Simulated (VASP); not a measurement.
## C: single point with PBE+D3(BJ)

C, a slab with vacuum:

```
C
1.0
     2.46572    0.00000    0.00000
    -1.23286    2.13538    0.00000
     0.00000    0.00000   17.50000
C
4
Direct
  0.33333 0.66667 0.25714
  0.66667 0.33333 0.25714
  0.33333 0.16667 0.44629
  0.00000 0.50000 0.44629
```

- Program: VASP 6.6.1
- Task: single point
- Functional: PBE
- Dispersion: D3(BJ)
- Potentials or basis: VASP PAW PBE potentials, release 64 (C)
- Cutoff: 520 eV
- k mesh: 15 × 15 × 1
- Occupations: gaussian, width 0.1 eV
- Spin: no spin polarisation
- Dipole correction: yes
- Further INCAR settings: ALGO = Normal; EDIFF = 1e-06; NBANDS = 16

The largest force is 0.041 eV/Å, the band gap on the k mesh is 0.48 eV, direct and the dispersion energy per atom is -0.121 eV.

Forces on the atoms (eV/Å):
```
C    0.012  0.007 -0.038
C    0.013  0.008 -0.032
C   -0.012 -0.007  0.038
C   -0.013 -0.008  0.032
```

Levels at points of the mesh, in eV from the valence-band top:
```tsv
k point	band 4	band 5	band 6	band 7	band 8	band 9	band 10	band 11	band 12	band 13
(0.00, 0.00, 0.00)	-6.83	-2.79	-2.79	-2.78	-2.78	3.68	4.12	5.05	6.78	7.03
```

Run time: 92 s on 1 thread of Intel(R) Xeon(R) Platinum 8375C CPU @ 2.90GHz (Ice Lake) (shared host), peak memory 0.23 GiB.
